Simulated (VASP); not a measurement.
# Hf4F3 (P-42m) in VASP: a series of runs

Runs on Hf4F3. Level: PBE. Tasks: single point, relaxation of cell and atoms.

Everything below comes from runs of VASP 6.6.1. Logs are shortened: lines on timing, memory, paths and dates and some standing lists are left out, and cuts for length are marked.

## (1) The cell of the first run

Symmetry: P-42m, No. 111, tetragonal system. Conventional cell: a = 4.878 Å, b = 4.878 Å, c = 5.126 Å, α = 90.00°, β = 90.00°, γ = 90.00°. Hf (site symmetry m) has 3 F at 2.15 to 2.44 Å within 2.8 Å. F (site symmetry -42m) has 4 Hf at 2.44 Å and 2 F at 2.56 Å within 3.2 Å. F (site symmetry -42m) has 4 Hf at 2.15 Å and 2 F at 2.56 Å within 2.8 Å. Within 2.9 Å of F (site symmetry -42m) lie 4 Hf at 2.19 Å.

The cell was generated, and may not be a known phase.

## (2) Single point, PBE

Input file INCAR:

```
SYSTEM = Hf4F3
  PREC = Accurate
  ENCUT = 520
  EDIFF = 1E-6
  ISMEAR = 0
  SIGMA = 0.2
  LREAL = .FALSE.
  LASPH = .TRUE.
  NELM = 80
  ALGO = Normal
  ISIF = 2
  LWAVE = .FALSE.
  LCHARG = .FALSE.
  GGA = PE
  NBANDS = 40
```

Input file KPOINTS:

```
regular mesh
0
G
  4 4 3
  0 0 0
```

Input file POSCAR:

```
Hf4F3
1.0
    4.8779779282      0.0000000000      0.0000000000
    0.0000000000      4.8779779282      0.0000000000
    0.0000000000      0.0000000000      5.1256224688
Hf F
4 3
Direct
    0.2746633859      0.2746633859      0.3010107674
    0.7253366141      0.7253366141      0.3010107674
    0.7253366141      0.2746633859      0.6989892326
    0.2746633859      0.7253366141      0.6989892326
    0.0000000000      0.0000000000      0.0000000000
    0.0000000000      0.0000000000      0.5000000000
    0.5000000000      0.5000000000      0.0000000000
```

Potentials or basis: VASP PAW PBE potentials, release 64 (Hf_pv, F).

On the command line:

```
> cat potpaw_PBE.64/Hf_pv/POTCAR potpaw_PBE.64/F/POTCAR > POTCAR
> mpirun -np 1 vasp_std > vasp.out
```

OUTCAR:

```text
SYSTEM = Hf4F3
   PREC = Accurate
   ENCUT = 520
   EDIFF = 1E-6
   ISMEAR = 0
   LREAL = .FALSE.
   LASPH = .TRUE.
   NELM = 80
   ISIF = 2
   GGA = PE

 ion  position               nearest neighbor table
   1  0.275  0.275  0.301-   6 2.15   7 2.19   5 2.44   4 3.00   3 3.00   2 3.11   4 3.37   3 3.37
                             2 3.47   2 3.47   3 3.79   4 3.79   2 3.79
   2  0.725  0.725  0.301-   6 2.15   7 2.19   5 2.44   4 3.00   3 3.00   1 3.11   4 3.37   3 3.37
                             1 3.47   1 3.47   3 3.79   4 3.79   1 3.79
   3  0.725  0.275  0.699-   6 2.15   7 2.19   5 2.44   2 3.00   1 3.00   4 3.11   1 3.37   2 3.37
                             4 3.47   4 3.47   1 3.79   2 3.79   4 3.79
   4  0.275  0.725  0.699-   6 2.15   7 2.19   5 2.44   2 3.00   1 3.00   3 3.11   1 3.37   2 3.37
                             3 3.47   3 3.47   1 3.79   2 3.79   3 3.79
   5  0.000  0.000  0.000-   1 2.44   2 2.44   3 2.44   4 2.44
   6  0.000  0.000  0.500-   1 2.15   2 2.15   3 2.15   4 2.15
   7  0.500  0.500  0.000-   1 2.19   2 2.19   3 2.19   4 2.19

  LATTYP: Found a simple tetragonal cell.
 ALAT       =     4.8779779282
 C/A-ratio  =     1.0507678682

  Lattice vectors:

 A1 = (   4.8779779282,   0.0000000000,   0.0000000000)
 A2 = (   0.0000000000,   4.8779779282,   0.0000000000)
 A3 = (   0.0000000000,   0.0000000000,   5.1256224688)

Analysis of symmetry for initial positions (statically):
=====================================================================
 Subroutine PRICEL returns:
 Original cell was already a primitive cell.

 Routine SETGRP: Setting up the symmetry group for a
 simple tetragonal supercell.

 Subroutine GETGRP returns: Found  8 space group operations
 (whereof  8 operations were pure point group operations)
 out of a pool of 16 trial point group operations.

The static configuration has the point symmetry D_2d.

Analysis of symmetry for dynamics (positions and initial velocities):
=====================================================================
 Subroutine PRICEL returns:
 Original cell was already a primitive cell.

 Routine SETGRP: Setting up the symmetry group for a
 simple tetragonal supercell.

 Subroutine GETGRP returns: Found  8 space group operations
 (whereof  8 operations were pure point group operations)
 out of a pool of 16 trial point group operations.

The dynamic configuration has the point symmetry D_2d.

 Subroutine INISYM returns: Found  8 space group operations
 (whereof  8 operations are pure point group operations),
 and found     1 'primitive' translations

----------------------------------------------------------------------------------------

                                     Primitive cell

  volume of cell :     121.9625

  direct lattice vectors                    reciprocal lattice vectors
     4.877977928  0.000000000  0.000000000     0.205002978  0.000000000  0.000000000
     0.000000000  4.877977928  0.000000000     0.000000000  0.205002978  0.000000000
     0.000000000  0.000000000  5.125622469     0.000000000  0.000000000  0.195098255

  length of vectors
     4.877977928  4.877977928  5.125622469     0.205002978  0.205002978  0.195098255

  position of ions in fractional coordinates (direct lattice)
     0.274663386  0.274663386  0.301010767
     0.725336614  0.725336614  0.301010767
     0.725336614  0.274663386  0.698989233
     0.274663386  0.725336614  0.698989233
     0.000000000  0.000000000  0.000000000
     0.000000000  0.000000000  0.500000000
     0.500000000  0.500000000  0.000000000

  ion indices of the primitive-cell ions
   primitive index   ion index
                 1           1
                 2           2
                 3           3
                 4           4
                 5           5
                 6           6
                 7           7

----------------------------------------------------------------------------------------

 KPOINTS: regular mesh

Automatic generation of k-mesh.
 Grid dimensions read from file:
 generate k-points for:    4    4    3

 Generating k-lattice:

  Cartesian coordinates                     Fractional coordinates (reciprocal lattice)
     0.051250744  0.000000000  0.000000000     0.250000000  0.000000000  0.000000000
     0.000000000  0.051250744  0.000000000     0.000000000  0.250000000  0.000000000
     0.000000000  0.000000000  0.065032752     0.000000000  0.000000000  0.333333333

  Length of vectors
     0.051250744  0.051250744  0.065032752

  Shift w.r.t. Gamma in fractional coordinates (k-lattice)
     0.000000000  0.000000000  0.000000000

 Subroutine IBZKPT returns following result:
 ===========================================

 Found     12 irreducible k-points:

 Following reciprocal coordinates:
            Coordinates               Weight
  0.000000  0.000000  0.000000      1.000000
  0.250000  0.000000  0.000000      4.000000
  0.500000  0.000000  0.000000      2.000000
  0.250000  0.250000  0.000000      4.000000
  0.500000  0.250000  0.000000      4.000000
  0.500000  0.500000  0.000000      1.000000
  0.000000  0.000000  0.333333      2.000000
  0.250000  0.000000  0.333333      8.000000
  0.500000  0.000000  0.333333      4.000000
  0.250000  0.250000  0.333333      8.000000
  0.500000  0.250000  0.333333      8.000000
  0.500000  0.500000  0.333333      2.000000
   k-points           NKPTS =     12   k-points in BZ     NKDIM =     12   number of bands    NBANDS=     40
   number of dos      NEDOS =    301   number of ions     NIONS =      7
   total plane-waves  NPLWV =  51840
   dimension x,y,z NGX =    36 NGY =   36 NGZ =   40
   dimension x,y,z NGXF=    72 NGYF=   72 NGZF=   80
   ions per type =               4   3
   NGX,Y,Z   is equivalent  to a cutoff of  12.27, 12.27, 12.97 a.u.
   NGXF,Y,Z  is equivalent  to a cutoff of  24.54, 24.54, 25.95 a.u.
 SYSTEM =  Hf4F3
   PREC   = accura    normal or accurate (medium, high low for compatibility)
   ISTART =      0    job   : 0-new  1-cont  2-samecut
   ICHARG =      2    charge: 1-file 2-atom 10-const
   ISPIN  =      1    spin polarized calculation?
   LNONCOLLINEAR =      F non collinear calculations
   LSORBIT =      F    spin-orbit coupling
   LASPH  =      T    aspherical Exc in radial PAW
   ENCUT  =  520.0 eV  38.22 Ry    6.18 a.u.   9.07  9.07  9.53*2*pi/ulx,y,z
   NELM   =     80;   NELMIN=  2; NELMDL= -5     # of ELM steps
   EDIFF  = 0.1E-05   stopping-criterion for ELM
   LREAL  =      F    real-space projection
   EDIFFG = 0.1E-04   stopping-criterion for IOM
   NSW    =      0    number of steps for IOM
   IBRION =     -1    ionic relax: 0-MD 1-quasi-New 2-CG
   NFREE  =      0    steps in history (QN), initial steepest desc. (CG)
   ISIF   =      2    stress and relaxation
   ISYM   =      2    0-nonsym 1-usesym 2-fastsym
   POTIM  = 0.5000    time-step for ionic-motion
   TEBEG  =    0.0;   TEEND  =   0.0 temperature during run
   PSTRESS=    0.0 pullay stress
   NELECT =      61.0000    total number of electrons
   NUPDOWN=      -1.0000    fix difference up-down
   EMIN   =  10.00;   EMAX   =-10.00  energy-range for DOS
   EFERMI =   0.00;   METHOD = LEGACY
   ISMEAR =     0;   SIGMA  =   0.20  broadening in eV -4-tet -1-fermi 0-gaus
   EFERMI_NEDOS =   21; number of points for ismear=-14 and -15
   IALGO  =     38    algorithm
   IMIX   =      4    mixing-type and parameters
     AMIX     =   0.40;   BMIX     =  1.00
     AMIX_MAG =   1.60;   BMIX_MAG =  1.00
  volume/ion in A,a.u.               =      17.42       117.58
  Fermi-wavevector in a.u.,A,eV,Ry     =   1.299499  2.455697 22.976134  1.688698
  Thomas-Fermi vector in A             =   2.430759
   LORBIT       =      0    0 simple, 1 ext, 2 COOP (PROOUT), +10 PAW based schemes
   GGA     = PE    functional components
   LHFCALC =     F    Hartree Fock is set to
   AEXX    =    0.0000 exact exchange contribution
   IVDW    =     0    specifies the selected vdW correction
   LEPSILON=     F    determine dielectric tensor
   LRPA    =     F    only Hartree local field effects (RPA)
 non-spin polarized calculation
 Gauss-broadening in eV      SIGMA  =   0.20
  energy-cutoff  :      520.00
  volume of cell :      121.96
 maximum number of plane-waves:      3318
   NGX = 19   NGY = 19   NGZ = 19

 number of electron      61.0000002 magnetization

 Free energy of the ion-electron system (eV)
  ---------------------------------------------------
  ext. energy  EPLUGINS =         0.00000000
  ---------------------------------------------------
  free energy    TOTEN  =       -55.62891407 eV

  energy without entropy =      -55.49221983  energy(sigma->0) =      -55.56056695

 E-fermi :   4.7545     XC(G=0): -10.7728

 val. band max:        4.7401700932   @ k =   0.2500   0.2500   0.0000
 cond. band min:       4.8019148021   @ k =   0.5000   0.2500   0.3333
 fundamental gap:      0.0617447089
 Fermi energy:         4.7544897427

 k-point     1 :       0.0000    0.0000    0.0000
  band No.  band energies     occupation
      1     -27.7778      2.00000
      2     -26.8653      2.00000
      3     -26.8274      2.00000
      4     -26.7814      2.00000
      5     -26.7814      2.00000
      6     -26.5828      2.00000
[... 32 lines left out ...]
     39       8.5906      0.00000
     40       8.7570      0.00000

 k-point     2 :       0.2500    0.0000    0.0000
  band No.  band energies     occupation
      1     -27.6601      2.00000
      2     -26.9690      2.00000
      3     -26.9127      2.00000
      4     -26.7884      2.00000
      5     -26.7324      2.00000
      6     -26.5624      2.00000
[... 419 lines left out ...]
     39       7.7936      0.00000
     40       8.4115      0.00000

 k-point    12 :       0.5000    0.5000    0.3333
  band No.  band energies     occupation
      1     -27.7554      2.00000
      2     -26.9673      2.00000
      3     -26.8346      2.00000
      4     -26.8346      2.00000
      5     -26.7569      2.00000
      6     -26.5283      2.00000
[... 32 lines left out ...]
     39       7.7732      0.00000
     40       8.2489      0.00000

------------------------ aborting loop because EDIFF is reached ----------------------------------------

  FORCE on cell =-STRESS in cart. coord.  units (eV):
  Direction    XX          YY          ZZ          XY          YZ          ZX
  --------------------------------------------------------------------------------------
  -------------------------------------------------------------------------------------
  Total       -0.7916171     -0.7916171     -0.6766571      0.0000000      0.0000000      0.0000000
  in kB      -10.3991888    -10.3991888     -8.8890014      0.0000000      0.0000000      0.0000000
  external PRESSURE =      -9.8957930 kB  Pullay stress =       0.0000000 kB

 VOLUME and BASIS-vectors are now :
 -----------------------------------------------------------------------------
  energy-cutoff  :      520.00
  volume of cell :      121.96
      direct lattice vectors                 reciprocal lattice vectors
     4.877977928  0.000000000  0.000000000     0.205002978  0.000000000  0.000000000
     0.000000000  4.877977928  0.000000000     0.000000000  0.205002978  0.000000000
     0.000000000  0.000000000  5.125622469     0.000000000  0.000000000  0.195098255

 POSITION                                       TOTAL-FORCE (eV/Angst)
 -----------------------------------------------------------------------------------
      1.33980      1.33980      1.54287        -0.028380     -0.028380      0.012577
      3.53818      3.53818      1.54287         0.028380      0.028380      0.012577
      3.53818      1.33980      3.58275         0.028380     -0.028380     -0.012577
      1.33980      3.53818      3.58275        -0.028380      0.028380     -0.012577
      0.00000      0.00000      0.00000         0.000000     -0.000000      0.000000
      0.00000      0.00000      2.56281         0.000000     -0.000000      0.000000
      2.43899      2.43899      0.00000        -0.000000     -0.000000      0.000000
 -----------------------------------------------------------------------------------
    total drift:                                0.000000      0.000000      0.000000

  FREE ENERGIE OF THE ION-ELECTRON SYSTEM (eV)
  ---------------------------------------------------
  free  energy   TOTEN  =       -55.6289140735 eV

  energy  without entropy=      -55.4922198314  energy(sigma->0) =      -55.56056695
```

Wall time 29 s (1 thread of Intel Xeon 6975P-C (Granite Rapids), shared host); peak memory 0.23 GiB.

What came out:

```yaml
Free_energy: -55.6289 eV
Pressure: -1.0 GPa
Largest_force: 0.042 eV/Å
Band_gap_on_the_k_mesh: zero (an odd number of electrons rules out a gap without spin polarisation)
```

Forces on the atoms (eV/Å):
```
Hf  -0.028 -0.028  0.013
Hf   0.028  0.028  0.013
Hf   0.028 -0.028 -0.013
Hf  -0.028  0.028 -0.013
F    0.000  0.000  0.000
F    0.000  0.000  0.000
F    0.000  0.000  0.000
```

Caveat: the k points lie up to 0.41 Å⁻¹ apart, too coarse for converged energies and pressures of a metal; spin-orbit coupling is left out, which moves the levels of the heavy elements; an odd number of electrons without spin polarisation forces a metal; a magnetic or distorted state may lie lower.

(Part 1 of 2 ends here.)

The gap in the log of VASP goes by the Fermi energy; the results here count the filled bands.